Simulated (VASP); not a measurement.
# Ta4C in VASP: single point with PBEsol

Aim: the single point of Ta4C with PBEsol.

All numbers are computed with VASP 6.6.1; they aren't measurements. Logs are shortened: lines on timing, memory, paths and dates and some standing lists are left out, and cuts for length are marked.

### 1 The cell of the first run

The cell holds a slab with vacuum, 5 atoms: a = 2.841 Å, b = 2.841 Å, c = 25.959 Å, α = 90.00°, β = 90.00°, γ = 109.47°.

### 2 Single point, PBEsol

The input, INCAR:

```
SYSTEM = Ta4C
PREC = Accurate
ENCUT = 520
EDIFF = 1E-6
ISMEAR = 0
SIGMA = 0.1
LREAL = .FALSE.
LASPH = .TRUE.
NELM = 100
ALGO = Normal
ISIF = 2
LWAVE = .FALSE.
LCHARG = .FALSE.
LDIPOL = .TRUE.
IDIPOL = 3
DIPOL = 0.5 0.5 0.499
GGA = PS
NBANDS = 32
```

The input, KPOINTS:

```
regular mesh
0
G
  11 11 1
  0 0 0
```

The input, POSCAR:

```
Ta4C
1.0
    2.8410132489      0.0000000000      0.0000000000
   -0.9470044163      2.6785329784      0.0000000000
    0.0000000000      0.0000000000     25.9590328124
Ta C
4 1
Direct
    0.5000000000      0.5000000000      0.3274390098
    0.0000000000      0.0000000000      0.4167981790
    0.5000000000      0.5000000000      0.5058470961
    0.0000000000      0.0000000000      0.5912937381
    0.0000000000      0.3333333333      0.6541390846
```

Potentials or basis: VASP PAW PBE potentials, release 64 (Ta_pv, C).

Launch:

```bash
$ cat potpaw_PBE.64/Ta_pv/POTCAR potpaw_PBE.64/C/POTCAR > POTCAR
$ mpirun -np 1 vasp_std > vasp.out
```

OUTCAR:

```text
SYSTEM = Ta4C
   PREC = Accurate
   ENCUT = 520
   EDIFF = 1E-6
   ISMEAR = 0
   LREAL = .FALSE.
   LASPH = .TRUE.
   NELM = 100
   ISIF = 2
   GGA = PS

 ion  position               nearest neighbor table
   1  0.500  0.500  0.327-   2 2.84   2 2.84   2 3.28   2 3.28
   2  0.000  0.000  0.417-   3 2.83   3 2.83   1 2.84   1 2.84   3 3.27   3 3.27   1 3.28   1 3.28

   3  0.500  0.500  0.506-   4 2.76   4 2.76   2 2.83   2 2.83   4 3.21   4 3.21   2 3.27   2 3.27

   4  0.000  0.000  0.591-   5 1.89   5 2.50   3 2.76   3 2.76   3 3.21   3 3.21
   5  0.000  0.333  0.654-   4 1.89   4 2.50

  LATTYP: Found a base centered orthorhombic cell.
 ALAT       =     3.2805195281
 B/A-ratio  =     1.4142135624
 C/A-ratio  =     7.9130858969

  Lattice vectors:

 A1 = (   2.8410132489,   0.0000000000,   0.0000000000)
 A2 = (  -0.9470044163,   2.6785329784,   0.0000000000)
 A3 = (   0.0000000000,   0.0000000000,  25.9590328124)

Analysis of symmetry for initial positions (statically):
=====================================================================
 Subroutine PRICEL returns:
 Original cell was already a primitive cell.

 Routine SETGRP: Setting up the symmetry group for a
 base centered orthorhombic supercell.

 Subroutine GETGRP returns: Found  1 space group operations
 (whereof  1 operations were pure point group operations)
 out of a pool of  8 trial point group operations.

The static configuration has the point symmetry C_1 .

Analysis of symmetry for dynamics (positions and initial velocities):
=====================================================================
 Subroutine PRICEL returns:
 Original cell was already a primitive cell.

 Routine SETGRP: Setting up the symmetry group for a
 base centered orthorhombic supercell.

 Subroutine GETGRP returns: Found  1 space group operations
 (whereof  1 operations were pure point group operations)
 out of a pool of  8 trial point group operations.

The dynamic configuration has the point symmetry C_1 .

 Subroutine INISYM returns: Found  1 space group operations
 (whereof  1 operations are pure point group operations),
 and found     1 'primitive' translations

----------------------------------------------------------------------------------------

                                     Primitive cell

  volume of cell :     197.5417

  direct lattice vectors                    reciprocal lattice vectors
     2.841013249  0.000000000  0.000000000     0.351987095  0.124446231  0.000000000
    -0.947004416  2.678532978  0.000000000     0.000000000  0.373338693  0.000000000
     0.000000000  0.000000000 25.959032812     0.000000000  0.000000000  0.038522236

  length of vectors
     2.841013249  2.841013249 25.959032812     0.373338693  0.373338693  0.038522236

  position of ions in fractional coordinates (direct lattice)
     0.500000000  0.500000000  0.327439010
     0.000000000  0.000000000  0.416798179
     0.500000000  0.500000000  0.505847096
     0.000000000  0.000000000  0.591293738
     0.000000000  0.333333333  0.654139085

  ion indices of the primitive-cell ions
   primitive index   ion index
                 1           1
                 2           2
                 3           3
                 4           4
                 5           5

----------------------------------------------------------------------------------------

 KPOINTS: regular mesh

Automatic generation of k-mesh.
 Grid dimensions read from file:
 generate k-points for:   11   11    1

 Generating k-lattice:

  Cartesian coordinates                     Fractional coordinates (reciprocal lattice)
     0.031998827  0.011313294  0.000000000     0.090909091  0.000000000  0.000000000
     0.000000000  0.033939881  0.000000000     0.000000000  0.090909091  0.000000000
     0.000000000  0.000000000  0.038522236     0.000000000  0.000000000  1.000000000

  Length of vectors
     0.033939881  0.033939881  0.038522236

  Shift w.r.t. Gamma in fractional coordinates (k-lattice)
     0.000000000  0.000000000  0.000000000

 Subroutine IBZKPT returns following result:
 ===========================================

 Found     61 irreducible k-points:

 Following reciprocal coordinates:
            Coordinates               Weight
  0.000000  0.000000  0.000000      1.000000
  0.090909  0.000000  0.000000      2.000000
  0.000000  0.090909  0.000000      2.000000
  0.181818 -0.000000  0.000000      2.000000
  0.000000  0.181818  0.000000      2.000000
  0.272727  0.000000  0.000000      2.000000
[... 16 lines left out ...]
 -0.363636  0.090909  0.000000      2.000000
  0.090909 -0.363636  0.000000      2.000000
 [... further k-points ...]
   k-points           NKPTS =     61   k-points in BZ     NKDIM =     61   number of bands    NBANDS=     32
   number of dos      NEDOS =    301   number of ions     NIONS =      5
   total plane-waves  NPLWV = 112896
   dimension x,y,z NGX =    24 NGY =   24 NGZ =  196
   dimension x,y,z NGXF=    48 NGYF=   48 NGZF=  392
   ions per type =               4   1
   NGX,Y,Z   is equivalent  to a cutoff of  14.04, 14.04, 12.55 a.u.
   NGXF,Y,Z  is equivalent  to a cutoff of  28.09, 28.09, 25.10 a.u.
 SYSTEM =  Ta4C
   PREC   = accura    normal or accurate (medium, high low for compatibility)
   ISTART =      0    job   : 0-new  1-cont  2-samecut
   ICHARG =      2    charge: 1-file 2-atom 10-const
   ISPIN  =      1    spin polarized calculation?
   LNONCOLLINEAR =      F non collinear calculations
   LSORBIT =      F    spin-orbit coupling
   LASPH  =      T    aspherical Exc in radial PAW
   ENCUT  =  520.0 eV  38.22 Ry    6.18 a.u.   5.28  5.28 48.27*2*pi/ulx,y,z
   NELM   =    100;   NELMIN=  2; NELMDL= -5     # of ELM steps
   EDIFF  = 0.1E-05   stopping-criterion for ELM
   LREAL  =      F    real-space projection
   EDIFFG = 0.1E-04   stopping-criterion for IOM
   NSW    =      0    number of steps for IOM
   IBRION =     -1    ionic relax: 0-MD 1-quasi-New 2-CG
   NFREE  =      0    steps in history (QN), initial steepest desc. (CG)
   ISIF   =      2    stress and relaxation
   ISYM   =      2    0-nonsym 1-usesym 2-fastsym
   POTIM  = 0.5000    time-step for ionic-motion
   TEBEG  =    0.0;   TEEND  =   0.0 temperature during run
   PSTRESS=    0.0 pullay stress
   NELECT =      48.0000    total number of electrons
   NUPDOWN=      -1.0000    fix difference up-down
   EMIN   =  10.00;   EMAX   =-10.00  energy-range for DOS
   EFERMI =   0.00;   METHOD = LEGACY
   ISMEAR =     0;   SIGMA  =   0.10  broadening in eV -4-tet -1-fermi 0-gaus
   EFERMI_NEDOS =   21; number of points for ismear=-14 and -15
   IALGO  =     38    algorithm
   IMIX   =      4    mixing-type and parameters
     AMIX     =   0.40;   BMIX     =  1.00
     AMIX_MAG =   1.60;   BMIX_MAG =  1.00
  volume/ion in A,a.u.               =      39.51       266.62
  Fermi-wavevector in a.u.,A,eV,Ry     =   1.021572  1.930491 14.199168  1.043609
  Thomas-Fermi vector in A             =   2.155204
   LORBIT       =      0    0 simple, 1 ext, 2 COOP (PROOUT), +10 PAW based schemes
   GGA     = PS    functional components
   LHFCALC =     F    Hartree Fock is set to
   AEXX    =    0.0000 exact exchange contribution
   IVDW    =     0    specifies the selected vdW correction
   LEPSILON=     F    determine dielectric tensor
   LRPA    =     F    only Hartree local field effects (RPA)
 non-spin polarized calculation
 Gauss-broadening in eV      SIGMA  =   0.10
  energy-cutoff  :      520.00
  volume of cell :      197.54
 maximum number of plane-waves:      5364
 NGX is ok and might be reduce to    24
   NGX = 11   NGY = 11   NGZ = 97

 dipolmoment           0.000000      0.000000     -0.020502 electrons x Angstroem

 number of electron      48.0000007 magnetization

 dipolmoment           0.000000      0.000000      0.074386 electrons x Angstroem

 Free energy of the ion-electron system (eV)
  ---------------------------------------------------
  ext. energy  EPLUGINS =         0.00000000
  ---------------------------------------------------
  free energy    TOTEN  =       -54.30575250 eV

  energy without entropy =      -54.28290943  energy(sigma->0) =      -54.29433097

 E-fermi :  -1.2523     XC(G=0):  -5.7982

 val. band max:       -1.2557931168   @ k =  -0.2727   0.2727   0.0000
 cond. band min:      -1.2478451007   @ k =  -0.4545   0.2727   0.0000
 fundamental gap:      0.0079480161
 Fermi energy:        -1.2522854776

 k-point     1 :       0.0000    0.0000    0.0000
  band No.  band energies     occupation
      1     -35.5923      2.00000
      2     -35.3547      2.00000
      3     -34.8727      2.00000
      4     -34.8586      2.00000
      5     -34.6493      2.00000
      6     -34.6421      2.00000
[... 24 lines left out ...]
     31       2.0136      0.00000
     32       2.3918      0.00000

 k-point     2 :       0.0909    0.0000    0.0000
  band No.  band energies     occupation
      1     -35.5704      2.00000
      2     -35.3473      2.00000
      3     -34.9443      2.00000
      4     -34.8611      2.00000
      5     -34.6805      2.00000
      6     -34.6543      2.00000
[... 24 lines left out ...]
     31       1.9071      0.00000
     32       2.2545      0.00000
[... 733 lines left out ...]
     31       2.2960      0.00000
     32       2.9717      0.00000

 k-point    24 :       0.0909   -0.3636    0.0000
  band No.  band energies     occupation
      1     -35.5340      2.00000
      2     -35.4399      2.00000
      3     -35.3402      2.00000
      4     -35.2694      2.00000
      5     -35.1093      2.00000
      6     -34.9196      2.00000
[... 24 lines left out ...]
     31       2.2987      0.00000
     32       2.8003      0.00000

 [... further k-points ...]

------------------------ aborting loop because EDIFF is reached ----------------------------------------

 vacuum level on the upper side and lower side of the slab       (xc-potential included)         0.857        -0.876

  FORCE on cell =-STRESS in cart. coord.  units (eV):
  Direction    XX          YY          ZZ          XY          YZ          ZX
  --------------------------------------------------------------------------------------
  -------------------------------------------------------------------------------------
  Total       -0.8788148     -0.9481540      1.0235912     -0.8584711      2.0574012     -1.9831158
  in kB       -7.1276960     -7.6900772      8.3019162     -6.9626968     16.6867133    -16.0842162
  external PRESSURE =      -2.1719523 kB  Pullay stress =       0.0000000 kB

 VOLUME and BASIS-vectors are now :
 -----------------------------------------------------------------------------
  energy-cutoff  :      520.00
  volume of cell :      197.54
      direct lattice vectors                 reciprocal lattice vectors
     2.841013249  0.000000000  0.000000000     0.351987095  0.124446231  0.000000000
    -0.947004416  2.678532978  0.000000000     0.000000000  0.373338693  0.000000000
     0.000000000  0.000000000 25.959032812     0.000000000  0.000000000  0.038522236

 POSITION                                       TOTAL-FORCE (eV/Angst)
 -----------------------------------------------------------------------------------
      0.94700      1.33927      8.50000         0.008285      0.002953      0.481465
      0.00000      0.00000     10.81968         0.040511     -0.087547     -0.437166
      0.94700      1.33927     13.13130         0.096553      0.492409     -0.964654
      0.00000      0.00000     15.34941         0.791717     -2.107654      0.781469
     -0.31567      0.89284     16.98082        -0.937066      1.699840      0.138886
 -----------------------------------------------------------------------------------
    total drift:                               -0.000072      0.000068      0.000728

  FREE ENERGIE OF THE ION-ELECTRON SYSTEM (eV)
  ---------------------------------------------------
  free  energy   TOTEN  =       -54.3057524999 eV

  energy  without entropy=      -54.2829094328  energy(sigma->0) =      -54.29433097

 vacuum level on the upper side and lower side of the slab         5.413         3.644
```

Wall time 27 min (1 thread of Intel Xeon 8259CL, shared host); peak memory 0.51 GiB.

What came out:

```
Free energy            : -54.3058 eV
Largest force          : 2.383 eV/Å
Band gap on the k mesh : zero (bands 24 and 25 overlap by 0.86 eV)
```

Forces on the atoms (eV/Å):
```
Ta   0.008  0.003  0.481
Ta   0.041 -0.088 -0.437
Ta   0.097  0.492 -0.965
Ta   0.792 -2.108  0.781
C   -0.937  1.700  0.139
```

Levels at points of the mesh, in eV from the Fermi level:
| k point | band 20 | band 21 | band 22 | band 23 | band 24 | band 25 | band 26 | band 27 | band 28 | band 29 |
| --- | --- | --- | --- | --- | --- | --- | --- | --- | --- | --- |
| (0.00, 0.00, 0.00) | -0.87 | -0.52 | -0.39 | 0.14 | 0.37 | 0.47 | 0.75 | 1.19 | 1.61 | 2.48 |

Caveat: the PAW data sets were made with another functional, which shifts forces and pressure a little; spin-orbit coupling is left out, which moves the levels of the heavy elements.
